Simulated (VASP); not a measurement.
# ScAl2As3 (P6/mmm) in VASP: single point with PBE

Aim: the single point of ScAl2As3 with PBE.

Program: VASP 6.6.1. These are calculated values, not measurements. Logs are shortened: lines on timing, memory, paths and dates and some standing lists are left out, and cuts for length are marked.

### Step 1. The cell of the first run

It takes space group P6/mmm (No. 191, hexagonal). Conventional cell: a = 5.675 Å, b = 5.675 Å, c = 4.414 Å, α = 90.00°, β = 90.00°, γ = 120.00°. Within 4.3 Å of Sc (site symmetry 6/mmm) lie 6 Al at 3.28 Å and 12 As at 3.59 Å. Al (site symmetry -6m2) has 6 As at 2.75 Å and 3 Al at 3.28 Å and 3 Sc at 3.28 Å within 3.6 Å. As (site symmetry mmm) has 4 Al at 2.75 Å and 4 As at 2.84 Å and 4 Sc at 3.59 Å within 3.6 Å.

### Step 2. Single point, PBE

INCAR

```
ALGO = Normal ; EDIFF = 1E-6
ENCUT = 520 ; GGA = PE
ISIF = 2 ; ISMEAR = 0
LASPH = T ; LCHARG = F
LREAL = F ; LWAVE = F
NBANDS = 25 ; NELM = 60
PREC = Accurate ; SIGMA = 0.1
```

KPOINTS

```
k-points
0
Gamma
  6 6 4
```

POSCAR

```
ScAl2As3
1.0
    5.6748886500      0.0000000000      0.0000000000
   -2.8374443300      4.9145977400      0.0000000000
    0.0000000000      0.0000000000      4.4138140300
Sc Al As
1 2 3
Direct
    0.0000000000      0.0000000000      0.0000000000
    0.3333333300      0.6666666700      0.0000000000
    0.6666666700      0.3333333300      0.0000000000
    0.5000000000      0.0000000000      0.5000000000
    0.5000000000      0.5000000000      0.5000000000
    0.0000000000      0.5000000000      0.5000000000
```

Potentials or basis: VASP PAW PBE potentials, release 64 (Sc_sv, Al, As).

Run with:

```bash
$ cat potpaw_PBE.64/Sc_sv/POTCAR potpaw_PBE.64/Al/POTCAR potpaw_PBE.64/As/POTCAR > POTCAR
$ mpirun -np 1 vasp_std > vasp.out
```

OUTCAR:

```text
EDIFF = 1E-6
   ENCUT = 520
   GGA = PE
   ISIF = 2
   ISMEAR = 0
   LASPH = T
   LREAL = F
   NELM = 60
   PREC = Accurate

 ion  position               nearest neighbor table
   1  0.000  0.000  0.000-   2 3.28   3 3.28   3 3.28   2 3.28   3 3.28   2 3.28
   2  0.333  0.667  0.000-   6 2.75   6 2.75   4 2.75   4 2.75   5 2.75   5 2.75   3 3.28   1 3.28
                             3 3.28   1 3.28   1 3.28   3 3.28
   3  0.667  0.333  0.000-   6 2.75   6 2.75   4 2.75   4 2.75   5 2.75   5 2.75   2 3.28   1 3.28
                             2 3.28   1 3.28   1 3.28   2 3.28
   4  0.500  0.000  0.500-   2 2.75   3 2.75   2 2.75   3 2.75   6 2.84   6 2.84   5 2.84   5 2.84

   5  0.500  0.500  0.500-   2 2.75   3 2.75   2 2.75   3 2.75   6 2.84   6 2.84   4 2.84   4 2.84

   6  0.000  0.500  0.500-   2 2.75   3 2.75   2 2.75   3 2.75   5 2.84   5 2.84   4 2.84   4 2.84

  LATTYP: Found a hexagonal cell.
 ALAT       =     5.6748886500
 C/A-ratio  =     0.7777798477

  Lattice vectors:

 A1 = (   5.6748886500,   0.0000000000,   0.0000000000)
 A2 = (  -2.8374443300,   4.9145977400,   0.0000000000)
 A3 = (   0.0000000000,   0.0000000000,   4.4138140300)

Analysis of symmetry for initial positions (statically):
=====================================================================
 Subroutine PRICEL returns:
 Original cell was already a primitive cell.

 Routine SETGRP: Setting up the symmetry group for a
 hexagonal supercell.

 Subroutine GETGRP returns: Found 24 space group operations
 (whereof 24 operations were pure point group operations)
 out of a pool of 24 trial point group operations.

The static configuration has the point symmetry D_6h.

Analysis of symmetry for dynamics (positions and initial velocities):
=====================================================================
 Subroutine PRICEL returns:
 Original cell was already a primitive cell.

 Routine SETGRP: Setting up the symmetry group for a
 hexagonal supercell.

 Subroutine GETGRP returns: Found 24 space group operations
 (whereof 24 operations were pure point group operations)
 out of a pool of 24 trial point group operations.

The dynamic configuration has the point symmetry D_6h.

 Subroutine INISYM returns: Found 24 space group operations
 (whereof 24 operations are pure point group operations),
 and found     1 'primitive' translations

----------------------------------------------------------------------------------------

                                     Primitive cell

  volume of cell :     123.1004

  direct lattice vectors                    reciprocal lattice vectors
     5.674888650  0.000000000  0.000000000     0.176214911  0.101737727  0.000000000
    -2.837444330  4.914597740  0.000000000     0.000000000  0.203475453  0.000000000
     0.000000000  0.000000000  4.413814030     0.000000000  0.000000000  0.226561426

  length of vectors
     5.674888650  5.674888657  4.413814030     0.203475453  0.203475453  0.226561426

  position of ions in fractional coordinates (direct lattice)
     0.000000000  0.000000000  0.000000000
     0.333333330  0.666666670  0.000000000
     0.666666670  0.333333330  0.000000000
     0.500000000  0.000000000  0.500000000
     0.500000000  0.500000000  0.500000000
     0.000000000  0.500000000  0.500000000

  ion indices of the primitive-cell ions
   primitive index   ion index
                 1           1
                 2           2
                 3           3
                 4           4
                 5           5
                 6           6

----------------------------------------------------------------------------------------

 KPOINTS: k-points

Automatic generation of k-mesh.
 Grid dimensions read from file:
 generate k-points for:    6    6    4

 Generating k-lattice:

  Cartesian coordinates                     Fractional coordinates (reciprocal lattice)
     0.029369152  0.016956288  0.000000000     0.166666667  0.000000000  0.000000000
     0.000000000  0.033912575  0.000000000     0.000000000  0.166666667  0.000000000
     0.000000000  0.000000000  0.056640356     0.000000000  0.000000000  0.250000000

  Length of vectors
     0.033912575  0.033912575  0.056640356

  Shift w.r.t. Gamma in fractional coordinates (k-lattice)
     0.000000000  0.000000000  0.000000000

 Subroutine IBZKPT returns following result:
 ===========================================

 Found     21 irreducible k-points:

 Following reciprocal coordinates:
            Coordinates               Weight
  0.000000  0.000000  0.000000      1.000000
  0.166667  0.000000  0.000000      6.000000
  0.333333  0.000000  0.000000      6.000000
  0.500000  0.000000  0.000000      3.000000
  0.166667  0.166667  0.000000      6.000000
  0.333333  0.166667  0.000000     12.000000
[... 13 lines left out ...]
  0.333333  0.166667  0.500000     12.000000
  0.333333  0.333333  0.500000      2.000000
   k-points           NKPTS =     21   k-points in BZ     NKDIM =     21   number of bands    NBANDS=     25
   number of dos      NEDOS =    301   number of ions     NIONS =      6
   total plane-waves  NPLWV =  63504
   dimension x,y,z NGX =    42 NGY =   42 NGZ =   36
   dimension x,y,z NGXF=    84 NGYF=   84 NGZF=   72
   ions per type =               1   2   3
   NGX,Y,Z   is equivalent  to a cutoff of  12.30, 12.30, 13.56 a.u.
   NGXF,Y,Z  is equivalent  to a cutoff of  24.61, 24.61, 27.12 a.u.
 SYSTEM =  unknown system
   PREC   = accura    normal or accurate (medium, high low for compatibility)
   ISTART =      0    job   : 0-new  1-cont  2-samecut
   ICHARG =      2    charge: 1-file 2-atom 10-const
   ISPIN  =      1    spin polarized calculation?
   LNONCOLLINEAR =      F non collinear calculations
   LSORBIT =      F    spin-orbit coupling
   LASPH  =      T    aspherical Exc in radial PAW
   ENCUT  =  520.0 eV  38.22 Ry    6.18 a.u.  10.55 10.55  8.21*2*pi/ulx,y,z
   NELM   =     60;   NELMIN=  2; NELMDL= -5     # of ELM steps
   EDIFF  = 0.1E-05   stopping-criterion for ELM
   LREAL  =      F    real-space projection
   EDIFFG = 0.1E-04   stopping-criterion for IOM
   NSW    =      0    number of steps for IOM
   IBRION =     -1    ionic relax: 0-MD 1-quasi-New 2-CG
   NFREE  =      0    steps in history (QN), initial steepest desc. (CG)
   ISIF   =      2    stress and relaxation
   ISYM   =      2    0-nonsym 1-usesym 2-fastsym
   POTIM  = 0.5000    time-step for ionic-motion
   TEBEG  =    0.0;   TEEND  =   0.0 temperature during run
   PSTRESS=    0.0 pullay stress
   NELECT =      32.0000    total number of electrons
   NUPDOWN=      -1.0000    fix difference up-down
   EMIN   =  10.00;   EMAX   =-10.00  energy-range for DOS
   EFERMI =   0.00;   METHOD = LEGACY
   ISMEAR =     0;   SIGMA  =   0.10  broadening in eV -4-tet -1-fermi 0-gaus
   EFERMI_NEDOS =   21; number of points for ismear=-14 and -15
   IALGO  =     38    algorithm
   IMIX   =      4    mixing-type and parameters
     AMIX     =   0.40;   BMIX     =  1.00
     AMIX_MAG =   1.60;   BMIX_MAG =  1.00
  volume/ion in A,a.u.               =      20.52       138.45
  Fermi-wavevector in a.u.,A,eV,Ry     =   1.044813  1.974409 14.852572  1.091633
  Thomas-Fermi vector in A             =   2.179581
   LORBIT       =      0    0 simple, 1 ext, 2 COOP (PROOUT), +10 PAW based schemes
   GGA     = PE    functional components
   LHFCALC =     F    Hartree Fock is set to
   AEXX    =    0.0000 exact exchange contribution
   IVDW    =     0    specifies the selected vdW correction
   LEPSILON=     F    determine dielectric tensor
   LRPA    =     F    only Hartree local field effects (RPA)
 non-spin polarized calculation
 Gauss-broadening in eV      SIGMA  =   0.10
  energy-cutoff  :      520.00
  volume of cell :      123.10
 maximum number of plane-waves:      3350
   NGX = 21   NGY = 21   NGZ = 17

 number of electron      31.9999992 magnetization

 Free energy of the ion-electron system (eV)
  ---------------------------------------------------
  ext. energy  EPLUGINS =         0.00000000
  ---------------------------------------------------
  free energy    TOTEN  =       -26.70877407 eV

  energy without entropy =      -26.68550229  energy(sigma->0) =      -26.69713818

 E-fermi :   6.0528     XC(G=0): -10.0022

 val. band max:        6.0227945746   @ k =   0.1667   0.1667   0.0000
 cond. band min:       6.1468562135   @ k =   0.3333   0.3333   0.2500
 fundamental gap:      0.1240616389
 Fermi energy:         6.0528359440

 k-point     1 :       0.0000    0.0000    0.0000
  band No.  band energies     occupation
      1     -44.5014      2.00000
      2     -23.2271      2.00000
      3     -23.0510      2.00000
      4     -23.0510      2.00000
      5      -8.0916      2.00000
      6      -3.9684      2.00000
[... 17 lines left out ...]
     24       9.1783      0.00000
     25       9.2651      0.00000

 k-point     2 :       0.1667    0.0000    0.0000
  band No.  band energies     occupation
      1     -44.5014      2.00000
      2     -23.2271      2.00000
      3     -23.0512      2.00000
      4     -23.0510      2.00000
      5      -7.9572      2.00000
      6      -4.6511      2.00000
[... 17 lines left out ...]
     24       8.4026      0.00000
     25       8.7056      0.00000

 k-point     3 :       0.3333    0.0000    0.0000
  band No.  band energies     occupation
      1     -44.5014      2.00000
      2     -23.2271      2.00000
      3     -23.0515      2.00000
      4     -23.0511      2.00000
      5      -7.5809      2.00000
      6      -5.6708      2.00000
[... 468 lines left out ...]
 k-point    20 :       0.3333    0.1667    0.5000
  band No.  band energies     occupation
      1     -44.5012      2.00000
      2     -23.2340      2.00000
      3     -23.0508      2.00000
      4     -23.0505      2.00000
      5      -6.8180      2.00000
      6      -5.7725      2.00000
[... 17 lines left out ...]
     24       9.1457      0.00000
     25       9.7254      0.00000

 k-point    21 :       0.3333    0.3333    0.5000
  band No.  band energies     occupation
      1     -44.5012      2.00000
      2     -23.2340      2.00000
      3     -23.0507      2.00000
      4     -23.0507      2.00000
      5      -6.3365      2.00000
      6      -6.3365      2.00000
[... 17 lines left out ...]
     24       8.2746      0.00000
     25      10.4369      0.00000

------------------------ aborting loop because EDIFF is reached ----------------------------------------

  FORCE on cell =-STRESS in cart. coord.  units (eV):
  Direction    XX          YY          ZZ          XY          YZ          ZX
  --------------------------------------------------------------------------------------
  -------------------------------------------------------------------------------------
  Total        0.8314878      0.8314878      0.2549650     -0.0000000     -0.0000000     -0.0000000
  in kB       10.8219892     10.8219892      3.3184235     -0.0000000     -0.0000000     -0.0000000
  external PRESSURE =       8.3208007 kB  Pullay stress =       0.0000000 kB

 VOLUME and BASIS-vectors are now :
 -----------------------------------------------------------------------------
  energy-cutoff  :      520.00
  volume of cell :      123.10
      direct lattice vectors                 reciprocal lattice vectors
     5.674888650  0.000000000  0.000000000     0.176214911  0.101737727  0.000000000
    -2.837444330  4.914597740  0.000000000     0.000000000  0.203475453  0.000000000
     0.000000000  0.000000000  4.413814030     0.000000000  0.000000000  0.226561426

 POSITION                                       TOTAL-FORCE (eV/Angst)
 -----------------------------------------------------------------------------------
      0.00000      0.00000      0.00000        -0.000000      0.000000      0.000000
     -0.00000      3.27640      0.00000         0.000000     -0.000000     -0.000000
      2.83744      1.63820      0.00000        -0.000000      0.000000      0.000000
      2.83744      0.00000      2.20691        -0.000000      0.000000      0.000000
      1.41872      2.45730      2.20691        -0.000000      0.000000      0.000000
     -1.41872      2.45730      2.20691        -0.000000      0.000000      0.000000
 -----------------------------------------------------------------------------------
    total drift:                                0.000000      0.000000     -0.000000

  FREE ENERGIE OF THE ION-ELECTRON SYSTEM (eV)
  ---------------------------------------------------
  free  energy   TOTEN  =       -26.7087740733 eV

  energy  without entropy=      -26.6855022937  energy(sigma->0) =      -26.69713818
```

It took 79 s on 1 thread of Intel Xeon Platinum 8375C at 2.90GHz (Ice Lake), shared host; peak memory 0.27 GiB.

What came out:

| Property | Result |
| --- | --- |
| Free energy | -26.7088 eV |
| Pressure | 0.8 GPa |
| Band gap on the k mesh | zero (band 16 reaches 6.27 eV, above the bottom of band 17 at 4.51 eV) |

Stress tensor (GPa, compression positive):
```
1.08 0.00 0.00
0.00 1.08 0.00
0.00 0.00 0.33
```
